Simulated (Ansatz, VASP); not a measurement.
**One calculation of Al4B3P, two programs**

```
Al B P
1.0
     3.50915    0.00000    0.00000
    -1.75458    3.03902    0.00000
     0.00000    0.00000    9.62881
Al B P
4 3 1
Direct
  0.66667 0.33333 0.33353
  0.66667 0.33333 0.87499
  0.33333 0.66667 0.66647
  0.33333 0.66667 0.12501
  0.00000 0.00000 0.00000
  0.00000 0.00000 0.81940
  0.00000 0.00000 0.18060
  0.00000 0.00000 0.50000
```

Change from the starting cell: species swapped into the CrNi3Sb4 type (P-3m1, No. 164).

Alike in both runs: task relaxation of cell and atoms; functional PBE; k mesh 12 × 12 × 4; occupations gaussian, width 0.1 eV; no spin polarisation.

|  | VASP | Ansatz |
| --- | --- | --- |
| version | VASP 6.6.1 | Ansatz 0.2.0 |
| potentials or method | VASP PAW PBE potentials, release 64 (Al, B, P), cutoff 600 eV | scalar-relativistic, plane waves, PAW |
| valence electrons in the cell | 26 | 26 |

Ansatz gave:

| Property | Result |
| --- | --- |
| gap on the k mesh at the Fermi level, each at its own relaxed structure (eV) | none |
| relaxed volume (Å³/atom) | 12.81 |
| relaxed length of the cell vector where the two differ most in proportion (Å) | 3.509 |

Q: What did VASP give for the same quantities?

A: gap on the k mesh at the Fermi level, each at its own relaxed structure (eV): none; relaxed volume (Å³/atom): 12.80; relaxed length of the cell vector where the two differ most in proportion (Å): 3.508.

A gap of «none» marks a metal or a gap that the smearing closes.
